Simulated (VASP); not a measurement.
The system is LiF.

```
CELL_PARAMETERS angstrom
5.17584 0.00000 0.00000
0.00000 5.17584 0.00000
0.00000 0.00000 2.76760
ATOMIC_POSITIONS crystal
Li 0.10322 0.32960 0.24165
Li 0.89678 0.67040 0.74165
Li 0.67040 0.10322 0.99165
Li 0.32960 0.89678 0.49165
F 0.32960 0.10322 0.00835
F 0.67040 0.89678 0.50835
F 0.89678 0.32960 0.75835
F 0.10322 0.67040 0.25835
```

The cell was generated, and may not be a known phase.

| Property | Result |
| --- | --- |
| Program | VASP 6.6.1 |
| Task | relaxation of cell and atoms |
| Functional | PBE |
| Potentials or basis | VASP PAW PBE potentials, release 64 (Li_sv, F) |
| Cutoff | 600 eV |
| k mesh | 4 × 4 × 6 |
| Occupations | gaussian, width 0.1 eV |
| Spin | no spin polarisation |

At the start: pressure 18.0 GPa; volume 9.27 Å³/atom.

Problem. Where does the relaxation end?

Solution. Over 10 steps the energy falls by 128.1 meV/atom and the volume is 11.37 Å³/atom (+22.7 %); space group P4_3 (No. 78, to 0.1 Å) before and after.

The path:
| step | energy change (eV) | largest force (eV/Å) | pressure (GPa) | volume (Å³) |
| --- | --- | --- | --- | --- |
| 1 | 0.0000 | 1.3512 | 17.96 | 74.14 |
| 2 | -0.9204 | 0.2341 | 3.55 | 85.86 |
| 3 | -0.9619 | 0.3427 | -0.01 | 91.03 |
| 4 | -0.9652 | 0.3226 | 0.62 | 90.00 |
| 5 | -0.9984 | 0.1857 | 0.01 | 91.02 |
| 6 | -1.0103 | 0.1195 | -0.53 | 92.11 |
| 7 | -1.0175 | 0.0987 | -0.25 | 91.59 |
| 8 | -1.0229 | 0.0642 | 0.43 | 90.41 |
| 9 | -1.0231 | 0.0671 | 0.32 | 90.58 |
| 10 | -1.0250 | 0.0189 | 0.08 | 90.94 |

Final structure:
```cif
data_structure
_symmetry_space_group_name_H-M 'P 1'
_symmetry_Int_Tables_number 1
_cell_length_a 5.5810
_cell_length_b 5.5810
_cell_length_c 2.9197
_cell_angle_alpha 90.000
_cell_angle_beta 90.000
_cell_angle_gamma 90.000
_cell_volume 90.94
loop_
_atom_site_label
_atom_site_type_symbol
_atom_site_fract_x
_atom_site_fract_y
_atom_site_fract_z
_atom_site_occupancy
Li1 Li 0.10302 0.33369 0.24677 1
Li2 Li 0.89698 0.66631 0.74677 1
Li3 Li 0.66631 0.10302 0.99677 1
Li4 Li 0.33369 0.89698 0.49677 1
F1 F 0.32667 0.12270 0.00323 1
F2 F 0.67333 0.87730 0.50323 1
F3 F 0.87730 0.32667 0.75323 1
F4 F 0.12270 0.67333 0.25323 1
```

Caveat: the cutoff is under 1.25 times the usual one of these potentials, so pressure, stress and relaxed cells hold a basis-set (Pulay) error; the volume moved by over 15 % at a fixed basis, so the end points are rough.
